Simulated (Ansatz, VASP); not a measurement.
**MgS: VASP beside Ansatz**

INCAR

```
PREC = Accurate ; ENCUT = 600
EDIFF = 1E-6 ; ISMEAR = -1
SIGMA = 0.05 ; LREAL = False
LASPH = True ; NELM = 60
ALGO = Normal ; ISIF = 3
LWAVE = False ; LCHARG = False
GGA = PE ; IBRION = 2
NSW = 60 ; EDIFFG = -0.01
```

Contents of KPOINTS:

```
regular mesh
0
Gamma
  8 8 4
```

POSCAR

```
MgS
1.0
    4.0346224068      0.0000000000      0.0000000000
   -2.0173112034      3.4940854990      0.0000000000
    0.0000000000      0.0000000000      6.4322941800
S Mg
2 2
Direct
    0.6666666667      0.3333333333      0.8792441500
    0.3333333333      0.6666666667      0.3792441500
    0.3333333333      0.6666666667      0.9957548500
    0.6666666667      0.3333333333      0.4957548500
```

Contents of input.yaml:

```yaml
crystal:
  lattice:
    - [4.0346224068, 0.0, 0.0]
    - [-2.0173112034, 3.494085499, 0.0]
    - [0.0, 0.0, 6.43229418]
  atoms:
    - { symbol: S, position: [0.6666666667, 0.3333333333, 0.87924415] }
    - { symbol: S, position: [0.3333333333, 0.6666666667, 0.37924415] }
    - { symbol: Mg, position: [0.3333333333, 0.6666666667, 0.99575485] }
    - { symbol: Mg, position: [0.6666666667, 0.3333333333, 0.49575485] }
hamiltonian:
  xc: pbe
  pseudopotentials: { kind: paw }
kpoints:
  mp_grid: { grid: [8, 8, 4] }
scf:
  occupations: { method: fermi_dirac, width: 0.05 }
output:
  forces: true
  stress: true
  eigenvalues: true
relax:
  f_tol: 0.01
  max_steps: 40
  cell: { stress_tol: 0.05 }
```

Alike in both runs: task relaxation of cell and atoms; functional PBE; k mesh 8 × 8 × 4; occupations fermi-dirac, width 0.05 eV; no spin polarisation.

|  | VASP | Ansatz |
| --- | --- | --- |
| version | VASP 6.6.1 | Ansatz 0.2.0 |
| potentials or method | VASP PAW PBE potentials, release 64 (S, Mg) | Ansatz PAW |
| plane-wave cutoff (eV) | 600 | 420 |
| valence electrons in the cell | 16 | 32 |

VASP gave:

| Item | Value |
| --- | --- |
| gap on the k mesh at the Fermi level, each at its own relaxed structure (eV) | 3.38 |
| relaxed volume (Å³/atom) | 23.05 |
| relaxed cell length with the largest relative difference (Å) | 4.051 |

Which values does Ansatz return?

gap on the k mesh at the Fermi level, each at its own relaxed structure (eV): 3.37; relaxed volume (Å³/atom): 23.10; relaxed cell length with the largest relative difference (Å): 4.055.

VASP's potentials hold 16 valence electrons a cell and Ansatz's 32, so a difference there can come from the potentials and not from the codes.

Noted on Ansatz's run: the plane-wave basis is chosen anew once the cell has moved, so the energies of steps on either side of that aren't comparable.
